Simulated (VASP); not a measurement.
# K (I4/mmm) in VASP: notebook, part 2 of 2

VASP 6.6.1. The steps go on from the part before.

## Step 3: Single point, PBE

The input, INCAR:

```
SYSTEM = K
PREC = Accurate
ENCUT = 520
EDIFF = 1E-7
ISMEAR = 0
SIGMA = 0.15
LREAL = .FALSE.
LASPH = .TRUE.
NELM = 100
ALGO = Normal
ISIF = 2
LWAVE = .FALSE.
LCHARG = .FALSE.
GGA = PE
NBANDS = 10
```

The input, KPOINTS:

```
regular mesh
0
G
  14 14 14
  0 0 0
```

The input, POSCAR:

```
K
1.0
   -2.8440557675      2.8440557675      2.2183634987
    2.8440557675     -2.8440557675      2.2183634987
    2.8440557675      2.8440557675     -2.2183634987
K
1
Direct
    0.0000000000      0.0000000000      0.0000000000
```

Potentials or basis: VASP PAW PBE potentials, release 64 (K_sv).

Command:

```
cat potpaw_PBE.64/K_sv/POTCAR > POTCAR
mpirun -np 1 vasp_std > vasp.out
```

OUTCAR:

```text
SYSTEM = K
   PREC = Accurate
   ENCUT = 520
   EDIFF = 1E-7
   ISMEAR = 0
   LREAL = .FALSE.
   LASPH = .TRUE.
   NELM = 100
   ISIF = 2
   GGA = PE

 ion  position               nearest neighbor table
   1  0.000  0.000  0.000-

  LATTYP: Found a body centered tetragonal cell.
 ALAT       =     5.6881115350
 C/A-ratio  =     0.7800000000

  Lattice vectors:

 A1 = (  -2.8440557675,   2.8440557675,   2.2183634987)
 A2 = (   2.8440557675,  -2.8440557675,   2.2183634987)
 A3 = (   2.8440557675,   2.8440557675,  -2.2183634987)

Analysis of symmetry for initial positions (statically):
=====================================================================
 Subroutine PRICEL returns:
 Original cell was already a primitive cell.

 Routine SETGRP: Setting up the symmetry group for a
 body centered tetragonal supercell.

 Subroutine GETGRP returns: Found 16 space group operations
[... 159 lines left out ...]
  ---------------------------------------------------
  free energy    TOTEN  =        -1.03374031 eV

  energy without entropy =       -1.02523636  energy(sigma->0) =       -1.02948833

 E-fermi :  -0.0588     XC(G=0):  -5.7081

 val. band max:       -0.0620953067   @ k =  -0.2857   0.4286   0.2143
 cond. band min:      -0.0332331685   @ k =  -0.4286   0.4286   0.2143
 fundamental gap:      0.0288621381
 Fermi energy:        -0.0587565879

 k-point     1 :       0.0000    0.0000    0.0000
  band No.  band energies     occupation
      1     -32.2009      2.00000
      2     -15.6478      2.00000
      3     -15.6478      2.00000
      4     -15.6455      2.00000
      5      -2.2540      2.00000
      6       3.4583      0.00000
      7       4.2778      0.00000
      8       4.9006      0.00000
      9       4.9006      0.00000
     10       5.8850      0.00000
[... 287 lines left out ...]
 k-point    24 :       0.2857    0.1429    0.0000
  band No.  band energies     occupation
      1     -32.1952      2.00000
      2     -15.7258      2.00000
      3     -15.6660      2.00000
      4     -15.6617      2.00000
      5      -0.2647      1.94777
      6       2.1018      0.00000
      7       2.6866      0.00000
      8       4.6400      0.00000
      9       4.9232      0.00000
     10       6.0354      0.00000

 [... further k-points ...]
[... 5 lines left out ...]
  --------------------------------------------------------------------------------------
  -------------------------------------------------------------------------------------
  Total       -0.0298111     -0.0298111      0.2551368      0.0000000     -0.0000000      0.0000000
  in kB       -0.6654574     -0.6654574      5.6952754      0.0000000     -0.0000000      0.0000000
  external PRESSURE =       1.4547869 kB  Pullay stress =       0.0000000 kB

 VOLUME and BASIS-vectors are now :
 -----------------------------------------------------------------------------
  energy-cutoff  :      520.00
  volume of cell :       71.77
      direct lattice vectors                 reciprocal lattice vectors
    -2.844055767  2.844055767  2.218363499     0.000000000  0.175805273  0.225391375
     2.844055767 -2.844055767  2.218363499     0.175805273  0.000000000  0.225391375
     2.844055767  2.844055767 -2.218363499     0.175805273  0.175805273  0.000000000

 POSITION                                       TOTAL-FORCE (eV/Angst)
 -----------------------------------------------------------------------------------
      0.00000      0.00000      0.00000         0.000000     -0.000000     -0.000000
 -----------------------------------------------------------------------------------
    total drift:                               -0.000000      0.000000      0.000000

  FREE ENERGIE OF THE ION-ELECTRON SYSTEM (eV)
  ---------------------------------------------------
  free  energy   TOTEN  =        -1.0337403085 eV

  energy  without entropy=       -1.0252363595  energy(sigma->0) =       -1.02948833
```

OSZICAR:

```text
N       E                     dE             d eps       ncg     rms          rms(c)
DAV:   1     0.458407684506E+02    0.45841E+02   -0.36035E+03  4880   0.689E+02
DAV:   2     0.563853096566E+00   -0.45277E+02   -0.44656E+02  5242   0.192E+02
DAV:   3    -0.982703779329E+00   -0.15466E+01   -0.15391E+01  7628   0.283E+01
DAV:   4    -0.103273611017E+01   -0.50032E-01   -0.49589E-01  6714   0.425E+00
DAV:   5    -0.103369114882E+01   -0.95504E-03   -0.95483E-03  7610   0.443E-01    0.204E+00
DAV:   6    -0.103350743140E+01    0.18372E-03   -0.14908E-03  7408   0.248E-01    0.127E+00
DAV:   7    -0.103368077296E+01   -0.17334E-03   -0.29282E-03  7388   0.340E-01    0.584E-02
DAV:   8    -0.103372849660E+01   -0.47724E-04   -0.17108E-04  6540   0.144E-01    0.194E-02
DAV:   9    -0.103374152735E+01   -0.13031E-04   -0.14005E-05  6130   0.290E-02    0.782E-03
DAV:  10    -0.103374034592E+01    0.11814E-05   -0.32543E-06  7368   0.143E-02    0.151E-03
DAV:  11    -0.103374030847E+01    0.37449E-07   -0.76267E-08  5424   0.226E-03
   1 F= -.10337403E+01 E0= -.10294883E+01  d E =-.850395E-02
```

stdout:

```text
POSCAR found type information on POSCAR K
 POSCAR found :  1 types and       1 ions
 scaLAPACK will be used
 LDA part: xc-table for (Slater+PW92), standard interpolation
 POSCAR, INCAR and KPOINTS ok, starting setup
 FFT: planning ... GRIDC
 FFT: planning ... GRID_SOFT
 FFT: planning ... GRID
 WAVECAR not read
 entering main loop
```

Run time: 55 s. Hardware: 1 thread of Intel Xeon 6975P-C (Granite Rapids), shared host; peak memory 0.31 GiB.

What came out:

| Quantity | Value |
| --- | --- |
| Free energy | -1.0337 eV |
| Pressure | 0.1 GPa |

Stress tensor (GPa, compression positive):
```
-0.07  0.00  0.00
 0.00 -0.07  0.00
 0.00  0.00  0.57
```

Levels at points of the mesh, in eV from the Fermi level:
| k point | band 1 | band 2 | band 3 | band 4 | band 5 | band 6 | band 7 | band 8 | band 9 |
| --- | --- | --- | --- | --- | --- | --- | --- | --- | --- |
| (0.00, 0.00, 0.00) | -32.14 | -15.59 | -15.59 | -15.59 | -2.20 | 3.52 | 4.34 | 4.96 | 4.96 |
| (0.50, 0.00, 0.00) | -32.14 | -15.68 | -15.61 | -15.60 | 0.68 | 1.02 | 2.79 | 4.88 | 5.64 |
| (0.50, 0.50, 0.00) | -32.14 | -15.66 | -15.60 | -15.58 | 0.08 | 0.32 | 4.29 | 4.32 | 5.19 |
| (0.50, 0.50, 0.50) | -32.14 | -15.65 | -15.65 | -15.61 | 1.30 | 1.85 | 2.65 | 2.65 | 5.76 |

## Step 4: Single point, PBE

The input, INCAR:

```
PREC = Accurate
ENCUT = 520
EDIFF = 1E-6
ISMEAR = 0
SIGMA = 0.15
LREAL = F
LASPH = T
NELM = 100
ALGO = Normal
ISIF = 2
LWAVE = F
LCHARG = F
GGA = PE
NBANDS = 10
```

The input, KPOINTS:

```
Automatic mesh
0
Gamma
  14 14 14
```

The input, POSCAR:

```
K
1.0
   -2.9387535784      2.9387535784      2.0776987799
    2.9387535784     -2.9387535784      2.0776987799
    2.9387535784      2.9387535784     -2.0776987799
K
1
Direct
    0.0000000000      0.0000000000      0.0000000000
```

Command:

```
cat potpaw_PBE.64/K_sv/POTCAR > POTCAR
mpirun -np 1 vasp_std > vasp.out
```

Run time: 54 s. Hardware: 1 thread of Intel Xeon 6975P-C (Granite Rapids), shared host; peak memory 0.31 GiB.

The run converged. Its results:

```
Free energy : -1.0075 eV
Pressure    : 0.2 GPa
```

Stress tensor (GPa, compression positive):
```
-0.19  0.00  0.00
 0.00 -0.19  0.00
 0.00  0.00  1.01
```

Levels at points of the mesh, in eV from the Fermi level:
| k point | band 1 | band 2 | band 3 | band 4 | band 5 | band 6 | band 7 | band 8 | band 9 |
| --- | --- | --- | --- | --- | --- | --- | --- | --- | --- |
| (0.00, 0.00, 0.00) | -32.19 | -15.63 | -15.63 | -15.62 | -2.20 | 3.21 | 3.97 | 5.31 | 5.31 |
| (0.50, 0.00, 0.00) | -32.18 | -15.75 | -15.65 | -15.64 | 0.81 | 1.21 | 2.67 | 4.83 | 5.59 |
| (0.50, 0.50, 0.00) | -32.18 | -15.70 | -15.63 | -15.63 | -0.08 | 0.18 | 4.01 | 4.84 | 4.92 |
| (0.50, 0.50, 0.50) | -32.18 | -15.69 | -15.69 | -15.64 | 1.17 | 1.78 | 2.33 | 2.33 | 5.92 |

## Step 5: Overview

```tsv
cell	gap on the mesh (eV)	pressure (GPa)
a = 4.560 Å, angles 105.4, 105.4, 118.0°, 1 atom	none	0.1
a = 4.593 Å, angles 103.5, 103.5, 122.2°, 1 atom	none	0.1
a = 4.646 Å, angles 101.5, 101.5, 126.9°, 1 atom	none	0.2
```

Alike in all rows: task single point; level PBE; potentials or basis VASP PAW PBE potentials, release 64 (K_sv); no spin polarisation; k mesh 14 × 14 × 14; cutoff (eV) 520; smearing gaussian 0.15 eV.

Total energies depend on the potentials used, so only differences within one code and one set of settings carry meaning.
